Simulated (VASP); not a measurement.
Runs of VASP 6.6.1 on Fe. The structure is that of space group Im-3m (No. 229), or close to it. The cells are those of the table. 

| task | cell | k mesh | cutoff (eV) | gap on the mesh (eV) | pressure (GPa) | moment (μB) | relaxed volume (Å³/atom) |
| --- | --- | --- | --- | --- | --- | --- | --- |
| single point | a = 2.436 Å, angles 109.5°, 1 atom | 20 × 20 × 20 | 520 | none | -5.9 | 2.15 | - |
| relaxation of cell and atoms | relaxed from a = 2.499 Å, angles 109.5°, 1 atom | 10 × 10 × 10 | 600 | none | -0.1 | 2.13 | 10.84 |
| single point | a = 2.413 Å, angles 109.5°, 1 atom | 20 × 20 × 20 | 520 | none | -0.1 | 2.09 | - |
| relaxation of cell and atoms | relaxed from a = 2.415 Å, angles 109.5°, 1 atom | 20 × 20 × 20 | 600 | none | 0.0 | 2.09 | 10.80 |
| single point | a = 2.499 Å, angles 109.5°, 1 atom | 8 × 8 × 8 | 600 | none | -16.2 | 2.36 | - |
| single point | a = 2.388 Å, angles 109.5°, 1 atom | 20 × 20 × 20 | 520 | none | 7.5 | (b) | - |
| single point | a = 2.460 Å, angles 109.5°, 1 atom | 20 × 20 × 20 | 520 | none | (c) | (a) | - |

Alike in all rows: level PBEsol; potentials or basis VASP PAW PBE potentials, release 64 (Fe); spin collinear, ferromagnetic start; smearing gaussian 0.1 eV.

Problem. Fill in the values left out.

Solution. (a) 2.22; (b) 2.06; (c) -10.5.

Caveats: some runs use coarse meshes; the PAW data sets were made with another functional, which shifts forces and pressure a little.

A gap of «none» marks levels without a gap at the run's occupations.
